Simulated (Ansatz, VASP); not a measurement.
## NaH in VASP and in Ansatz

```
CELL_PARAMETERS angstrom
0.00000 2.53681 2.39751
2.53681 0.00000 2.39751
2.53681 2.53681 0.00000
ATOMIC_POSITIONS crystal
Na 0.00000 0.00000 0.00000
H 0.50000 0.50000 0.50000
```

Change from the starting cell: biaxial_xy strain +5.8%.

Alike in both runs: task single point; functional r2SCAN; k mesh 10 × 10 × 10; no spin polarisation.

|  | VASP | Ansatz |
| --- | --- | --- |
| version | VASP 6.6.1 | Ansatz 0.2.0 |
| potentials or method | VASP PAW PBE potentials, release 64 (Na_pv, H) | plane waves, PAW |
| plane-wave cutoff (eV) | 520 | 500 |
| occupations | gaussian, width 0.01 eV | fixed |
| valence electrons in the cell | 8 | 10 |

Ansatz gave:

```
gap on the k mesh at the Fermi level (eV)                     : 4.17
pressure (GPa)                                                : -2.1
traceless stress, the component that is largest in VASP (GPa) : 0.87
```

Question: Estimate VASP's values.

Answer: gap on the k mesh at the Fermi level (eV): 4.18; pressure (GPa): -2.3; traceless stress, the component that is largest in VASP (GPa): 0.86.

VASP's potentials were made for PBE, not for r2SCAN. VASP's potentials hold 8 valence electrons a cell and Ansatz's 10, so a difference there can come from the potentials and not from the codes.
